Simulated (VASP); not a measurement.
The system is Mg3Se.

```
Mg Se
1.0
     5.81650    0.00000    0.00000
     0.00000    5.81650    0.00000
     0.00000    0.00000    3.03589
Mg Se
3 1
Direct
  0.00000 0.50000 0.00000
  0.50000 0.00000 0.00000
  0.00000 0.00000 0.00000
  0.50000 0.50000 0.00000
```

| Item | Value |
| --- | --- |
| Program | VASP 6.6.1 |
| Task | relaxation of cell and atoms |
| Functional | PBE |
| Potentials or basis | VASP PAW PBE potentials, release 64 (Mg, Se) |
| Cutoff | 600 eV |
| k mesh | 8 × 8 × 16 |
| Occupations | gaussian, width 0.1 eV |
| Spin | no spin polarisation |

At the start: pressure -0.4 GPa; volume 25.68 Å³/atom.

Problem. Where does the relaxation end?

Solution. Over 5 steps the energy falls by 7.7 meV/atom and the volume is 25.25 Å³/atom (-1.7 %); space group P4/mmm (No. 123, to 0.05 Å).

The path:
```csv
step,energy change (eV),largest force (eV/Å),pressure (GPa),volume (Å³)
1,0.0000,0.0000,-0.37,102.71
2,-0.0268,0.0000,-0.25,101.80
3,-0.0308,0.0000,-0.14,101.34
4,-0.0308,0.0000,-0.12,101.31
5,-0.0310,0.0000,-0.02,100.99
```

Final structure:
```
CELL_PARAMETERS angstrom
5.85819 0.00000 0.00000
0.00000 5.85819 0.00000
0.00000 0.00000 2.94288
ATOMIC_POSITIONS crystal
Mg 0.00000 0.50000 0.00000
Mg 0.50000 0.00000 0.00000
Mg 0.00000 0.00000 0.00000
Se 0.50000 0.50000 0.00000
```
